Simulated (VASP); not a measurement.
A run of VASP 6.6.1 is set up as follows.

The input INCAR:

```
SYSTEM = HPbNO4
PREC = Accurate
ENCUT = 520
EDIFF = 1E-6
ISMEAR = -1
SIGMA = 0.05
LREAL = .False.
LASPH = .True.
NELM = 80
ALGO = Normal
ISIF = 2
LWAVE = .False.
LCHARG = .True.
GGA = PE
IVDW = 13
LELF = .True.
LVHAR = .True.
NBANDS = 31
```

Contents of KPOINTS:

```
regular mesh
0
Gamma
  4 4 3
  0 0 0
```

The input POSCAR:

```
HPbNO4
1.0
    3.7510777481      0.1487518261      0.0723544397
    0.3340362126      4.2110216058      0.0388153090
    0.9336791026      0.9102901247      5.7270186144
H Pb N O
1 1 1 4
Direct
    0.5739166092      0.8947143710      0.2152341962
    0.6369833974      0.4519883099      0.9177485918
    0.7570323534      0.2148208823      0.4955371535
    0.1724475080      0.5144729973      0.7617384902
    0.6357620380      0.9569337723      0.4995531171
    0.5094334299      0.9338881835      0.0557564053
    0.8334746642      0.4022314837      0.3044320461
```

Potentials or basis: VASP PAW PBE potentials, release 64 (H, Pb_d, N, O).

Run with:

```sh
$ cat potpaw_PBE.64/H/POTCAR potpaw_PBE.64/Pb_d/POTCAR potpaw_PBE.64/N/POTCAR potpaw_PBE.64/O/POTCAR > POTCAR
$ mpirun -np 1 vasp_std > vasp.out
```

Task: Predict the largest force.

Result: 0.634 eV/Å.

Task: Estimate the band gap on the k mesh.

Result: 0.70 eV, indirect (least direct gap 0.77 eV).

Task: Estimate the dispersion energy per atom.

Result: -0.132 eV.

Stress tensor (GPa, compression positive):
```
 0.27  0.64 -0.06
 0.64  1.16 -0.43
-0.06 -0.43  0.70
```

Caveat: the k points lie up to 0.43 Å⁻¹ apart; the standard files for N, O and F lose accuracy on very short bonds; spin-orbit coupling is left out, which moves the levels of the heavy elements. A k mesh can miss the band edges.
